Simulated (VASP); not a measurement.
# ZnS (P6_3mc) in VASP: a series of runs, part 2 of 2

VASP 6.6.1. The steps go on from the part before.

### Step 5. Relaxation of cell and atoms, PBEsol

This run uses another cell than the first one, of 19.80 Å³/atom, 1.073 times its volume.

INCAR reads:

```
PREC     = Accurate       # precision mode
ENCUT    = 600            # plane-wave cutoff, eV
EDIFF    = 1E-6           # SCF threshold, eV
ISMEAR   = 0              # smearing method
SIGMA    = 0.05           # smearing width, eV
LREAL    = False          # projectors in reciprocal space
LASPH    = True           # aspherical terms in the spheres
NELM     = 80             # most SCF steps
ALGO     = Normal         # electronic algorithm
ISIF     = 3              # what is computed and relaxed
LWAVE    = False          # write WAVECAR
LCHARG   = False          # write CHGCAR
GGA      = PS             # functional
IBRION   = 2              # ionic algorithm
NSW      = 80             # ionic steps
EDIFFG   = -0.01          # ionic threshold
```

KPOINTS reads:

```
Automatic mesh
0
Gamma
  10 10 6
```

POSCAR reads:

```
ZnS
1.0
    3.8236600001      0.0000000000      0.0000000000
   -1.9118300001      3.3113866955      0.0000000000
    0.0000000000      0.0000000000      6.2547111156
Zn S
2 2
Direct
    0.3333333333      0.6666666667      0.0000000000
    0.6666666667      0.3333333333      0.5000000000
    0.3333333333      0.6666666667      0.3850000000
    0.6666666667      0.3333333333      0.8850000000
```

Potentials or basis: VASP PAW PBE potentials, release 64 (Zn, S).

The run is started by

```bash
$ cat potpaw_PBE.64/Zn/POTCAR potpaw_PBE.64/S/POTCAR > POTCAR
$ mpirun -np 1 vasp_std > vasp.out
```

OUTCAR:

```text
PREC = Accurate
   ENCUT = 600
   EDIFF = 1E-6
   ISMEAR = 0
   LREAL = False
   LASPH = True
   NELM = 80
   ISIF = 3
   GGA = PS
   IBRION = 2
   NSW = 80
   EDIFFG = -0.01

 ion  position               nearest neighbor table
   1  0.333  0.667  0.000-   4 2.32   4 2.32   4 2.32   3 2.41
   2  0.667  0.333  0.500-   3 2.32   3 2.32   3 2.32   4 2.41
   3  0.333  0.667  0.385-   2 2.32   2 2.32   2 2.32   1 2.41
   4  0.667  0.333  0.885-   1 2.32   1 2.32   1 2.32   2 2.41

  LATTYP: Found a hexagonal cell.
 ALAT       =     3.8236600001
 C/A-ratio  =     1.6357916539

  Lattice vectors:

 A1 = (   3.8236600001,   0.0000000000,   0.0000000000)
 A2 = (  -1.9118300001,   3.3113866955,   0.0000000000)
 A3 = (   0.0000000000,   0.0000000000,   6.2547111156)

Analysis of symmetry for initial positions (statically):
=====================================================================
 Subroutine PRICEL returns:
 Original cell was already a primitive cell.

[... 184 lines left out ...]
  -------------------------------------------------------------------------------------
  Total       -0.6144608     -0.6144608     -1.4558197      0.0000000      0.0000000      0.0000000
  in kB      -12.4310650    -12.4310650    -29.4524723      0.0000000      0.0000000      0.0000000
  external PRESSURE =     -18.1048674 kB  Pullay stress =       0.0000000 kB
[... 95 lines left out ...]
  FREE ENERGIE OF THE ION-ELECTRON SYSTEM (eV)
  ---------------------------------------------------
  free  energy   TOTEN  =       -15.1615773936 eV

  energy  without entropy=      -15.1615773936  energy(sigma->0) =      -15.16157739

[... ionic steps 4 to 7 ...]

--------------------------------------- Ionic step        8  -------------------------------------------

 number of electron      35.9999996 magnetization

------------------------ aborting loop because EDIFF is reached ----------------------------------------
[... 71 lines left out ...]
--------------------------------------- Ionic step       10  -------------------------------------------

 number of electron      35.9999997 magnetization

 Free energy of the ion-electron system (eV)
  ---------------------------------------------------
  ext. energy  EPLUGINS =         0.00000000
  ---------------------------------------------------
  free energy    TOTEN  =       -15.16826072 eV

  energy without entropy =      -15.16826072  energy(sigma->0) =      -15.16826072

 E-fermi :   2.4965     XC(G=0):  -9.9518

 val. band max:        2.2527544886   @ k =   0.0000   0.0000   0.0000
 cond. band min:       4.4027562977   @ k =   0.0000   0.0000   0.0000
 fundamental gap:      2.1500018091
 Fermi energy:         2.4965266919

 k-point     1 :       0.0000    0.0000    0.0000
  band No.  band energies     occupation
      1     -11.0956      2.00000
      2     -10.1039      2.00000
      3      -4.2251      2.00000
      4      -4.2085      2.00000
      5      -4.2085      2.00000
      6      -4.1232      2.00000
[... 589 lines left out ...]
     21       7.7527      0.00000
     22       8.6180      0.00000

 [... further k-points ...]
[... 5 lines left out ...]
  --------------------------------------------------------------------------------------
  -------------------------------------------------------------------------------------
  Total        0.0056531      0.0056531      0.0094768     -0.0000000      0.0000000      0.0000000
  in kB        0.1174739      0.1174739      0.1969332     -0.0000000      0.0000000      0.0000000
  external PRESSURE =       0.1439603 kB  Pullay stress =       0.0000000 kB
[... 19 lines left out ...]
  FREE ENERGIE OF THE ION-ELECTRON SYSTEM (eV)
  ---------------------------------------------------
  free  energy   TOTEN  =       -15.1682607243 eV

  energy  without entropy=      -15.1682607243  energy(sigma->0) =      -15.16826072

 reached required accuracy - stopping structural energy minimisation
```

CONTCAR:

```text
ZnS
   1.00000000000000
     3.7853417698856990    0.0000000000005777   -0.0000000000000000
    -1.8926708849918483    3.2782021347066972   -0.0000000000000000
    -0.0000000000000000   -0.0000000000000000    6.2131717355170988
  Zn              S
     2     2
Direct
     0.3333333332999970    0.6666666667000030    0.0054295968182120
     0.6666666667000030    0.3333333332999970    0.5054295968182120
     0.3333333332999970    0.6666666667000030    0.3795704031817861
     0.6666666667000030    0.3333333332999970    0.8795704031817860

  0.00000000E+00  0.00000000E+00  0.00000000E+00
  0.00000000E+00  0.00000000E+00  0.00000000E+00
  0.00000000E+00  0.00000000E+00  0.00000000E+00
  0.00000000E+00  0.00000000E+00  0.00000000E+00
```

Run time: 10 min. Hardware: 1 thread of Intel Xeon 6975P-C, shared host; peak memory 0.3 GiB.

What came out:

```
Free energy                            : -15.1683 eV
Relaxed volume                         : 19.27 Å³/atom
Relaxed cell                           : a = 3.785 Å, b = 3.785 Å, c = 6.213 Å, α = 90.00°, β = 90.00°, γ = 120.00°
Space group after relaxing (to 0.05 Å) : P6_3mc (No. 186)
Energy gained by relaxing              : 8.3 meV/atom
Ionic steps                            : 10
Pressure after relaxing                : 0.0 GPa
Band gap on the k mesh                 : 2.15 eV, direct
```

The path:
```tsv
step	energy change (eV)	largest force (eV/Å)	pressure (GPa)	volume (Å³)
1	0.0000	0.2968	-1.81	79.19
2	-0.0264	0.1325	0.49	76.66
3	-0.0264	0.1369	0.40	76.70
4	-0.0301	0.0510	0.08	77.02
5	-0.0307	0.0073	-0.04	77.18
6	-0.0308	0.0083	-0.15	77.23
7	-0.0329	0.0034	-0.10	77.22
8	-0.0330	0.0016	-0.14	77.21
9	-0.0330	0.0000	0.08	76.99
10	-0.0331	0.0010	0.01	77.10
```

Final structure:
```xyz
4
Lattice="3.7853 0.0000 0.0000 -1.8927 3.2782 0.0000 0.0000 0.0000 6.2132" Properties=species:S:1:pos:R:3 pbc="T T T"
Zn    0.0000    2.1855    0.0337
Zn    1.8927    1.0927    3.1403
S     0.0000    2.1855    2.3583
S     1.8927    1.0927    5.4649
```

Caveat: the PAW data sets were made with another functional, which shifts forces and pressure a little. A hybrid or GW would open this gap; PBEsol tends to underestimate it.

### Step 6. Relaxation of shape and atoms at fixed volume, PBEsol (volume scaled by 1.040)

INCAR reads:

```
SYSTEM = ZnS
PREC     = Accurate       ! precision mode
ENCUT    = 600            ! plane-wave cutoff, eV
EDIFF    = 1E-6           ! SCF threshold, eV
ISMEAR   = 0              ! smearing method
SIGMA    = 0.05           ! smearing width, eV
LREAL    = .FALSE.        ! projectors in reciprocal space
LASPH    = .TRUE.         ! aspherical terms in the spheres
NELM     = 60             ! most SCF steps
ALGO     = Normal         ! electronic algorithm
ISIF     = 4              ! what is computed and relaxed
LWAVE    = .FALSE.        ! write WAVECAR
LCHARG   = .FALSE.        ! write CHGCAR
GGA      = PS             ! functional
IBRION   = 2              ! ionic algorithm
NSW      = 60             ! ionic steps
EDIFFG   = -0.01          ! ionic threshold
```

KPOINTS reads:

```
regular mesh
0
G
  10 10 6
  0 0 0
```

POSCAR reads:

```
ZnS
1.0
    3.8313861612      0.0000000000      0.0000000000
   -1.9156930806      3.3180777473      0.0000000000
    0.0000000000      0.0000000000      6.2913661798
Zn S
2 2
Direct
    0.3333333333      0.6666666667      0.0054595352
    0.6666666667      0.3333333333      0.5054595352
    0.3333333333      0.6666666667      0.3795404648
    0.6666666667      0.3333333333      0.8795404648
```

Potentials or basis: VASP PAW PBE potentials, release 64 (Zn, S).

The run is started by

```bash
$ cat potpaw_PBE.64/Zn/POTCAR potpaw_PBE.64/S/POTCAR > POTCAR
$ mpirun -np 1 vasp_std > vasp.out
```

Wall time 1.8 min (1 thread of Intel Xeon 6975P-C, shared host); peak memory 0.27 GiB.

It converged, with:

| Item | Value |
| --- | --- |
| Free energy | -15.1436 eV |
| Pressure after relaxing | -2.7 GPa |
| Largest force after relaxing | 0.009 eV/Å |
| Band gap on the k mesh | 1.98 eV, direct |

Forces on the atoms (eV/Å):
```
Zn   0.000  0.000 -0.009
Zn   0.000  0.000 -0.009
S    0.000  0.000  0.009
S    0.000  0.000  0.009
```

Stress tensor (GPa, compression positive):
```
-2.65  0.00  0.00
 0.00 -2.65  0.00
 0.00  0.00 -2.74
```

Final structure:
```yaml
crystal:
  lattice:
    - [3.83139, 0.00000, 0.00000]
    - [-1.91569, 3.31808, 0.00000]
    - [0.00000, 0.00000, 6.29137]
  atoms:
    - { symbol: Zn, position: [0.33333, 0.66667, 0.00546] }
    - { symbol: Zn, position: [0.66667, 0.33333, 0.50546] }
    - { symbol: S, position: [0.33333, 0.66667, 0.37954] }
    - { symbol: S, position: [0.66667, 0.33333, 0.87954] }
```

Levels at points of the mesh, in eV from the valence-band top:
```
           k point  band 15  band 16  band 17  band 18  band 19  band 20  band 21  band 22
(0.00, 0.00, 0.00)    -0.88    -0.09     0.00     0.00     1.98     2.96     6.23     6.23
(0.50, 0.00, 0.00)    -3.25    -2.20    -1.68    -0.87     3.55     4.10     4.99     6.82
(0.00, 0.00, 0.50)    -0.46    -0.46    -0.46    -0.46     3.40     3.40     6.65     6.66
(0.50, 0.00, 0.50)    -1.62    -1.62    -1.59    -1.59     3.40     3.40     5.12     5.12
```

Caveat: the cell differs from its parent crystal (volume scaled by 1.040); the relaxation stopped at its first step, so nothing moved; the PAW data sets were made with another functional, which shifts forces and pressure a little.

### Step 7. Summary

| task | cell | gap on the mesh (eV) | pressure (GPa) | largest force (eV/Å) |
| --- | --- | --- | --- | --- |
| relaxation of shape and atoms at fixed volume | relaxed from a = 3.731, b = 3.731, c = 6.126 Å, angles 90.0, 90.0, 120.0°, 4 atoms | 2.35 | 3.7 | 0.01 |
| relaxation of shape and atoms at fixed volume | relaxed from a = 3.756, b = 3.756, c = 6.168 Å, angles 90.0, 90.0, 120.0°, 4 atoms | 2.25 | 1.8 | 0.01 |
| relaxation of shape and atoms at fixed volume | relaxed from a = 3.807, b = 3.807, c = 6.251 Å, angles 90.0, 90.0, 120.0°, 4 atoms | 2.07 | -1.3 | - |
| relaxation of cell and atoms | relaxed from a = 3.824, b = 3.824, c = 6.255 Å, angles 90.0, 90.0, 120.0°, 4 atoms | 2.15 | 0.0 | - |
| relaxation of shape and atoms at fixed volume | relaxed from a = 3.831, b = 3.831, c = 6.291 Å, angles 90.0, 90.0, 120.0°, 4 atoms | 1.98 | -2.7 | 0.01 |

Alike in all rows: level PBEsol; potentials or basis VASP PAW PBE potentials, release 64 (Zn, S); no spin polarisation; k mesh 10 × 10 × 6; cutoff (eV) 600; smearing gaussian 0.05 eV.

Caveats: the PAW data sets were made with another functional, which shifts forces and pressure a little; the relaxation stopped at its first step, so nothing moved (some runs).

Total energies depend on the potentials used, so only differences within one code and one set of settings carry meaning.
